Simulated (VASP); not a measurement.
# AlGa3N4 in VASP: further runs

The runs below take AlGa3N4 through single point, with LDA.

Everything below comes from runs of VASP 6.6.1. Logs are shortened: lines on timing, memory, paths and dates and some standing lists are left out, and cuts for length are marked.

## Step 1: The cell of the first run

It takes space group P-43m (No. 215, cubic). The conventional cell has a = 4.515 Å, b = 4.515 Å, c = 4.515 Å, α = 90.00°, β = 90.00°, γ = 90.00°. Al (site symmetry -43m) has 4 N at 1.92 Å within 2.5 Å. Within 2.6 Å of Ga (site symmetry -42m) lie 4 N at 1.97 Å. N (site symmetry 3m) has 1 Al at 1.92 Å and 3 Ga at 1.97 Å within 2.5 Å.

## Step 2: Single point, LDA

File INCAR:

```
PREC = Accurate ; ENCUT = 520
EDIFF = 1E-6 ; ISMEAR = 0
SIGMA = 0.05 ; LREAL = False
LASPH = True ; NELM = 80
ALGO = Normal ; ISIF = 2
LWAVE = False ; LCHARG = True
LELF = True ; LVHAR = True
NBANDS = 41
```

File KPOINTS:

```
regular mesh
0
Gamma
  6 6 6
```

File POSCAR:

```
AlGa3N4
1.0
    4.5152872089      0.0000000000      0.0000000000
    0.0000000000      4.5152872089      0.0000000000
    0.0000000000      0.0000000000      4.5152872089
Al Ga N
1 3 4
Direct
    0.0000000000      0.0000000000      0.0000000000
    0.5000000000      0.5000000000      0.0000000000
    0.5000000000      0.0000000000      0.5000000000
    0.0000000000      0.5000000000      0.5000000000
    0.7548078379      0.7548078379      0.2451921621
    0.7548078379      0.2451921621      0.7548078379
    0.2451921621      0.7548078379      0.7548078379
    0.2451921621      0.2451921621      0.2451921621
```

Potentials or basis: VASP PAW LDA potentials, release 64 (Al, Ga_d, N).

Started as:

```sh
$ cat potpaw_LDA.64/Al/POTCAR potpaw_LDA.64/Ga_d/POTCAR potpaw_LDA.64/N/POTCAR > POTCAR
$ mpirun -np 1 vasp_std > vasp.out
```

OUTCAR:

```text
PREC = Accurate
   ENCUT = 520
   EDIFF = 1E-6
   ISMEAR = 0
   LREAL = False
   LASPH = True
   NELM = 80
   ISIF = 2

 ion  position               nearest neighbor table
   1  0.000  0.000  0.000-   5 1.92   6 1.92   7 1.92   8 1.92
   2  0.500  0.500  0.000-   5 1.97   6 1.97   7 1.97   8 1.97
   3  0.500  0.000  0.500-   5 1.97   6 1.97   7 1.97   8 1.97
   4  0.000  0.500  0.500-   5 1.97   6 1.97   7 1.97   8 1.97
   5  0.755  0.755  0.245-   1 1.92   2 1.97   3 1.97   4 1.97
   6  0.755  0.245  0.755-   1 1.92   2 1.97   3 1.97   4 1.97
   7  0.245  0.755  0.755-   1 1.92   2 1.97   3 1.97   4 1.97
   8  0.245  0.245  0.245-   1 1.92   2 1.97   3 1.97   4 1.97

  LATTYP: Found a simple cubic cell.
 ALAT       =     4.5152872089

  Lattice vectors:

 A1 = (   4.5152872089,   0.0000000000,   0.0000000000)
 A2 = (   0.0000000000,   4.5152872089,   0.0000000000)
 A3 = (   0.0000000000,   0.0000000000,   4.5152872089)

Analysis of symmetry for initial positions (statically):
=====================================================================
 Subroutine PRICEL returns:
 Original cell was already a primitive cell.

 Routine SETGRP: Setting up the symmetry group for a
 simple cubic supercell.

 Subroutine GETGRP returns: Found 24 space group operations
 (whereof 24 operations were pure point group operations)
 out of a pool of 48 trial point group operations.

The static configuration has the point symmetry T_d .

Analysis of symmetry for dynamics (positions and initial velocities):
=====================================================================
 Subroutine PRICEL returns:
 Original cell was already a primitive cell.

 Routine SETGRP: Setting up the symmetry group for a
 simple cubic supercell.

 Subroutine GETGRP returns: Found 24 space group operations
 (whereof 24 operations were pure point group operations)
 out of a pool of 48 trial point group operations.

The dynamic configuration has the point symmetry T_d .

 Subroutine INISYM returns: Found 24 space group operations
 (whereof 24 operations are pure point group operations),
 and found     1 'primitive' translations

----------------------------------------------------------------------------------------

                                     Primitive cell
[... 94 lines left out ...]
   LSORBIT =      F    spin-orbit coupling
   LASPH  =      T    aspherical Exc in radial PAW
   ENCUT  =  520.0 eV  38.22 Ry    6.18 a.u.   8.40  8.40  8.40*2*pi/ulx,y,z
   NELM   =     80;   NELMIN=  2; NELMDL= -5     # of ELM steps
   EDIFF  = 0.1E-05   stopping-criterion for ELM
   LREAL  =      F    real-space projection
[... 7 lines left out ...]
   TEBEG  =    0.0;   TEEND  =   0.0 temperature during run
   PSTRESS=    0.0 pullay stress
   NELECT =      62.0000    total number of electrons
   NUPDOWN=      -1.0000    fix difference up-down
   EMIN   =  10.00;   EMAX   =-10.00  energy-range for DOS
   EFERMI =   0.00;   METHOD = LEGACY
   ISMEAR =     0;   SIGMA  =   0.05  broadening in eV -4-tet -1-fermi 0-gaus
   EFERMI_NEDOS =   21; number of points for ismear=-14 and -15
   IALGO  =     38    algorithm
   IMIX   =      4    mixing-type and parameters
     AMIX     =   0.40;   BMIX     =  1.00
     AMIX_MAG =   1.60;   BMIX_MAG =  1.00
  volume/ion in A,a.u.               =      11.51        77.65
  Fermi-wavevector in a.u.,A,eV,Ry     =   1.435005  2.711766 28.017644  2.059239
  Thomas-Fermi vector in A             =   2.554351
   LORBIT       =      0    0 simple, 1 ext, 2 COOP (PROOUT), +10 PAW based schemes
   GGA     = CA    functional components
   LHFCALC =     F    Hartree Fock is set to
   AEXX    =    0.0000 exact exchange contribution
   IVDW    =     0    specifies the selected vdW correction
   LEPSILON=     F    determine dielectric tensor
   LRPA    =     F    only Hartree local field effects (RPA)
 non-spin polarized calculation
 Gauss-broadening in eV      SIGMA  =   0.05
  energy-cutoff  :      520.00
  volume of cell :       92.06
 maximum number of plane-waves:      2517
 NGX is ok and might be reduce to    36
   NGX = 17   NGY = 17   NGZ = 17

 number of electron      62.0000034 magnetization

 Free energy of the ion-electron system (eV)
  ---------------------------------------------------
  ext. energy  EPLUGINS =         0.00000000
  ---------------------------------------------------
  free energy    TOTEN  =       -58.04499129 eV

  energy without entropy =      -58.04499129  energy(sigma->0) =      -58.04499129

 E-fermi :   5.1448     XC(G=0): -11.7779

 val. band max:        4.8583899531   @ k =   0.0000   0.0000   0.0000
 cond. band min:       7.0117163220   @ k =   0.0000   0.0000   0.0000
 fundamental gap:      2.1533263688
 Fermi energy:         5.1448210163

 k-point     1 :       0.0000    0.0000    0.0000
  band No.  band energies     occupation
      1     -10.4549      2.00000
      2      -9.4296      2.00000
      3      -9.4296      2.00000
      4      -9.4296      2.00000
      5      -8.4015      2.00000
      6      -8.3862      2.00000
[... 869 lines left out ...]
     40      14.5576      0.00000
     41      14.5576      0.00000

------------------------ aborting loop because EDIFF is reached ----------------------------------------

  FORCE on cell =-STRESS in cart. coord.  units (eV):
  Direction    XX          YY          ZZ          XY          YZ          ZX
  --------------------------------------------------------------------------------------
  -------------------------------------------------------------------------------------
  Total       -5.6834034     -5.6834034     -5.6834034      0.0000000      0.0000000      0.0000000
  in kB      -98.9151744    -98.9151744    -98.9151744      0.0000000      0.0000000      0.0000000
  external PRESSURE =     -98.9151744 kB  Pullay stress =       0.0000000 kB

 VOLUME and BASIS-vectors are now :
 -----------------------------------------------------------------------------
  energy-cutoff  :      520.00
  volume of cell :       92.06
      direct lattice vectors                 reciprocal lattice vectors
     4.515287209  0.000000000  0.000000000     0.221469854  0.000000000  0.000000000
     0.000000000  4.515287209  0.000000000     0.000000000  0.221469854  0.000000000
     0.000000000  0.000000000  4.515287209     0.000000000  0.000000000  0.221469854

 POSITION                                       TOTAL-FORCE (eV/Angst)
 -----------------------------------------------------------------------------------
      0.00000      0.00000      0.00000        -0.000000      0.000000      0.000000
      2.25764      2.25764      0.00000        -0.000000      0.000000      0.000000
      2.25764      0.00000      2.25764        -0.000000      0.000000      0.000000
      0.00000      2.25764      2.25764        -0.000000      0.000000      0.000000
      3.40817      3.40817      1.10711         0.011542      0.011542     -0.011542
      3.40817      1.10711      3.40817         0.011542     -0.011542      0.011542
      1.10711      3.40817      3.40817        -0.011542      0.011542      0.011542
      1.10711      1.10711      1.10711        -0.011542     -0.011542     -0.011542
 -----------------------------------------------------------------------------------
    total drift:                               -0.000000     -0.000000     -0.000000

  FREE ENERGIE OF THE ION-ELECTRON SYSTEM (eV)
  ---------------------------------------------------
  free  energy   TOTEN  =       -58.0449912934 eV

  energy  without entropy=      -58.0449912934  energy(sigma->0) =      -58.04499129
```

OSZICAR:

```text
N       E                     dE             d eps       ncg     rms          rms(c)
DAV:   1     0.622752423981E+03    0.62275E+03   -0.28428E+04  1841   0.253E+03
DAV:   2     0.476622676313E+02   -0.57509E+03   -0.53769E+03  1760   0.632E+02
DAV:   3    -0.586328156627E+02   -0.10630E+03   -0.10298E+03  1797   0.192E+02
DAV:   4    -0.663268425565E+02   -0.76940E+01   -0.76137E+01  2236   0.533E+01
DAV:   5    -0.665328633693E+02   -0.20602E+00   -0.20565E+00  1992   0.853E+00    0.154E+01
DAV:   6    -0.580320608901E+02    0.85008E+01   -0.26851E+01  3008   0.578E+01    0.460E+00
DAV:   7    -0.581713212731E+02   -0.13926E+00   -0.34622E+00  1901   0.102E+01    0.375E+00
DAV:   8    -0.580868393838E+02    0.84482E-01   -0.63546E-01  2618   0.643E+00    0.123E+00
DAV:   9    -0.580440033693E+02    0.42836E-01   -0.17388E-01  2535   0.490E+00    0.464E-01
DAV:  10    -0.580450554950E+02   -0.10521E-02   -0.15437E-02  1973   0.721E-01    0.204E-01
DAV:  11    -0.580450130838E+02    0.42411E-04   -0.24214E-03  2510   0.612E-01    0.349E-02
DAV:  12    -0.580449890759E+02    0.24008E-04   -0.35188E-04  2611   0.225E-01    0.182E-02
DAV:  13    -0.580449904526E+02   -0.13767E-05   -0.35812E-05  2984   0.748E-02    0.486E-03
DAV:  14    -0.580449912400E+02   -0.78738E-06   -0.13371E-05  1908   0.517E-02    0.205E-03
DAV:  15    -0.580449912934E+02   -0.53457E-07   -0.11014E-06  1487   0.110E-02
   1 F= -.58044991E+02 E0= -.58044991E+02  d E =-.219181E-17
```

It took 2.3 min on 1 thread of Intel Xeon 8259CL, shared host; peak memory 0.2 GiB.

Results:

| Item | Value |
| --- | --- |
| Free energy | -58.0450 eV |
| Pressure | -9.9 GPa |
| Largest force | 0.020 eV/Å |
| Band gap on the k mesh | 2.15 eV |

Forces on the atoms (eV/Å):
```
Al   0.000  0.000  0.000
Ga   0.000  0.000  0.000
Ga   0.000  0.000  0.000
Ga   0.000  0.000  0.000
N    0.012  0.012 -0.012
N    0.012 -0.012  0.012
N   -0.012  0.012  0.012
N   -0.012 -0.012 -0.012
```

Levels at points of the mesh, in eV from the valence-band top:
```tsv
k point	band 29	band 30	band 31	band 32	band 33	band 34
(0.00, 0.00, 0.00)	0.00	0.00	0.00	2.15	3.34	3.34
(0.50, 0.00, 0.00)	-1.43	-1.17	-1.17	4.73	4.81	6.07
(0.50, 0.50, 0.00)	-0.91	-0.91	-0.62	6.38	6.52	6.52
(0.50, 0.50, 0.50)	-0.67	-0.67	-0.67	4.67	4.67	4.67
```

Caveat: the cell stands under tension.

## Step 3: Single point, LDA

This run uses another cell than the first one, of 11.85 Å³/atom.

File INCAR:

```
SYSTEM = AlGa3N4
ALGO     = Normal         ! electronic algorithm
EDIFF    = 1E-7           ! SCF threshold, eV
ENCUT    = 520            ! plane-wave cutoff, eV
GGA      = CA             ! functional
ISIF     = 2              ! what is computed and relaxed
ISMEAR   = 0              ! smearing method
LASPH    = .TRUE.         ! aspherical terms in the spheres
LCHARG   = .FALSE.        ! write CHGCAR
LREAL    = .FALSE.        ! projectors in reciprocal space
LWAVE    = .FALSE.        ! write WAVECAR
NBANDS   = 41             ! bands
NELM     = 100            ! most SCF steps
PREC     = Accurate       ! precision mode
SIGMA    = 0.05           ! smearing width, eV
```

File KPOINTS:

```
k-points
0
G
  6 6 6
  0 0 0
```

Edit POSCAR of step 2 so:

```diff
@@ -2,5 +2,5 @@
 1.0
-    4.5152872089      0.0000000000      0.0000000000
-    0.0000000000      4.5152872089      0.0000000000
-    0.0000000000      0.0000000000      4.5152872089
+    4.5595547306      0.0000000000      0.0000000000
+    0.0000000000      4.5595547306      0.0000000000
+    0.0000000000      0.0000000000      4.5595547306
 Al Ga N
```

Potentials or basis: VASP PAW LDA potentials, release 64 (Al, Ga_d, N).

Started as:

```sh
$ cat potpaw_LDA.64/Al/POTCAR potpaw_LDA.64/Ga_d/POTCAR potpaw_LDA.64/N/POTCAR > POTCAR
$ mpirun -np 1 vasp_std > vasp.out
```

Run time: 2.2 min. Hardware: 1 thread of Intel Xeon 8259CL, shared host; peak memory 0.21 GiB.

It converged, with:

| Item | Value |
| --- | --- |
| Free energy | -57.8391 eV |
| Pressure | -14.3 GPa |
| Largest force | 0.019 eV/Å |
| Band gap on the k mesh | 1.95 eV |

Forces in eV/Å, atoms in the order of the input:
```
Al   0.000  0.000  0.000
Ga   0.000  0.000  0.000
Ga   0.000  0.000  0.000
Ga   0.000  0.000  0.000
N    0.011  0.011 -0.011
N    0.011 -0.011  0.011
N   -0.011  0.011  0.011
N   -0.011 -0.011 -0.011
```

Levels at points of the mesh, in eV from the valence-band top:
```tsv
k point	band 27	band 28	band 29	band 30	band 31	band 32	band 33	band 34	band 35	band 36
(0.00, 0.00, 0.00)	-2.31	-2.31	0.00	0.00	0.00	1.95	3.32	3.32	3.32	6.01
(0.50, 0.00, 0.00)	-2.82	-1.38	-1.38	-1.14	-1.14	4.60	4.68	6.00	6.00	7.13
(0.50, 0.50, 0.00)	-2.87	-0.92	-0.89	-0.89	-0.61	6.14	6.27	6.27	7.03	7.08
(0.50, 0.50, 0.50)	-0.71	-0.71	-0.66	-0.66	-0.66	4.45	4.45	4.45	5.76	8.56
```

Caveat: the cell stands under tension.

## Step 4: Single point, LDA

This run uses another cell than the first one, of 9.89 Å³/atom.

File INCAR:

```
ALGO = Normal
EDIFF = 1E-6
ENCUT = 520
GGA = CA
ISIF = 2
ISMEAR = 0
LASPH = T
LCHARG = T
LELF = T
LREAL = F
LVHAR = T
LWAVE = F
NBANDS = 41
NELM = 100
PREC = Accurate
SIGMA = 0.05
```

File KPOINTS:

```
k-points
0
Gamma
  6 6 6
```

Edit POSCAR of step 3 so:

```diff
@@ -2,5 +2,5 @@
 1.0
-    4.5595547306      0.0000000000      0.0000000000
-    0.0000000000      4.5595547306      0.0000000000
-    0.0000000000      0.0000000000      4.5595547306
+    4.2939496006      0.0515716627      0.0515716627
+    0.0515716627      4.2939496006      0.0515716627
+    0.0515716627      0.0515716627      4.2939496006
 Al Ga N
```

Started as:

```sh
$ cat potpaw_LDA.64/Al/POTCAR potpaw_LDA.64/Ga_d/POTCAR potpaw_LDA.64/N/POTCAR > POTCAR
$ mpirun -np 1 vasp_std > vasp.out
```

Wall time 2.1 min (1 thread of Intel Xeon 8259CL, shared host); peak memory 0.21 GiB.

It converged, with:

```yaml
Free_energy: -57.5186 eV
Pressure: 24.7 GPa
Largest_force: 0.698 eV/Å
Band_gap_on_the_k_mesh: 3.12 eV
```

Forces on the atoms (eV/Å):
```
Al   0.323  0.323  0.323
Ga   0.340  0.340  0.329
Ga   0.340  0.329  0.340
Ga   0.329  0.340  0.340
N   -0.285 -0.285 -0.358
N   -0.285 -0.358 -0.285
N   -0.358 -0.285 -0.285
N   -0.403 -0.403 -0.403
```

Stress tensor (GPa, compression positive):
```
24.68 -6.55 -6.55
-6.55 24.68 -6.55
-6.55 -6.55 24.68
```

Levels at points of the mesh, in eV from the valence-band top:
| k point | band 29 | band 30 | band 31 | band 32 | band 33 | band 34 |
| --- | --- | --- | --- | --- | --- | --- |
| (0.00, 0.00, 0.00) | -0.19 | 0.00 | 0.00 | 3.12 | 3.33 | 3.33 |
| (0.50, 0.00, 0.00) | -1.65 | -1.55 | -1.28 | 5.27 | 5.34 | 6.31 |
| (0.50, 0.50, 0.00) | -1.19 | -1.05 | -0.75 | 7.30 | 7.50 | 7.62 |
| (0.50, 0.50, 0.50) | -0.86 | -0.73 | -0.73 | 5.63 | 5.63 | 5.95 |

Caveat: the cell stands under pressure.

[end of part 1 of 2]
